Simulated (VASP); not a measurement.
LiH:

```
CELL_PARAMETERS angstrom
0.00000 2.00487 2.00487
2.00487 0.00000 2.00487
2.00487 2.00487 0.00000
ATOMIC_POSITIONS crystal
Li 0.00000 0.00000 0.00000
H 0.50000 0.50000 0.50000
```

This cell differs from its parent crystal: strain +0.3%.

Base run:

| Quantity | Value |
| --- | --- |
| Program | VASP 6.6.1 |
| Functional | r2SCAN |
| Potentials or basis | VASP PAW PBE potentials, release 64 (Li_sv, H) |
| Cutoff | 520 eV |
| k mesh | 10 × 10 × 10 |
| Occupations | gaussian, width 0.01 eV |
| Spin | no spin polarisation |

Its results: band gap on the k mesh 3.58 eV, direct.

**Question.** The run is repeated on the same cell with these changes: functional from r2SCAN to PBE; k mesh from 10 × 10 × 10 to 6 × 6 × 6. What comes out?

**Answer.** Band gap on the k mesh 2.98 eV, direct.

Several settings changed at once, so the effect can't be laid on one alone.

Caveats: some runs use coarse meshes.

A k mesh can miss the band edges.
